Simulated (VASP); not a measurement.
**WC: single point with r2SCAN**

WC:

```
W C
1.0
     0.00000    2.19268    2.19268
     2.19268    0.00000    2.19268
     2.19268    2.19268    0.00000
W C
1 1
Direct
  0.00000 0.00000 0.00000
  0.50000 0.50000 0.50000
```

| Item | Value |
| --- | --- |
| Program | VASP 6.6.1 |
| Task | single point |
| Functional | r2SCAN |
| Potentials or basis | VASP PAW PBE potentials, release 64 (W_sv, C) |
| Cutoff | 520 eV |
| k mesh | 8 × 8 × 8 |
| Occupations | gaussian, width 0.1 eV |
| Spin | no spin polarisation |

| Item | Value |
| --- | --- |
| Pressure | -3.4 GPa |
| Band gap on the k mesh | zero (band 9 reaches 13.50 eV, above the bottom of band 10 at 10.27 eV) |

Levels at points of the mesh, in eV from the Fermi level:
```csv
k point,band 5,band 6,band 7,band 8,band 9,band 10,band 11,band 12,band 13,band 14
"(0.00, 0.00, 0.00)",-16.86,-2.99,-2.99,-2.99,-1.31,-1.31,-1.31,-1.18,-1.18,6.87
"(0.50, 0.00, 0.00)",-12.22,-10.35,-7.09,-7.09,0.94,0.94,2.34,5.20,9.02,9.02
"(0.50, 0.50, 0.00)",-14.66,-6.06,-6.04,-2.86,-2.86,0.69,2.19,2.19,5.55,7.53
```

It took 16 s on 1 thread of Intel(R) Xeon(R) 6975P-C (Granite Rapids), with other jobs on the host, peak memory 0.15 GiB.

Caveat: the PAW data sets were made with another functional, which shifts forces and pressure a little; spin-orbit coupling is left out, which moves the levels of the heavy elements.
